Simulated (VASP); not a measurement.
MgO:

```xyz
2
Lattice="0.0000 2.2820 2.2820 2.2820 0.0000 2.2820 2.2820 2.2820 0.0000" Properties=species:S:1:pos:R:3 pbc="T T T"
Mg    0.0000    0.0000    0.0000
O     1.1410    1.1410    1.1410
```

Base run:

- Program: VASP 6.6.1
- Functional: r2SCAN
- Potentials or basis: VASP PAW PBE potentials, release 64 (Mg, O)
- Cutoff: 520 eV
- k mesh: 8 × 8 × 8
- Occupations: gaussian, width 0.01 eV
- Spin: no spin polarisation

Its results: band gap on the k mesh 4.32 eV, direct; pressure -0.6 GPa.

The run is repeated on the same cell with these changes: functional from r2SCAN to PBE; k mesh from 8 × 8 × 8 to 10 × 10 × 10. What comes out?

Band gap on the k mesh 3.64 eV, direct; pressure 3.5 GPa.

Several settings changed at once, so the effect can't be laid on one alone.

Caveats: the PAW data sets were made with another functional, which shifts forces and pressure a little (some runs).

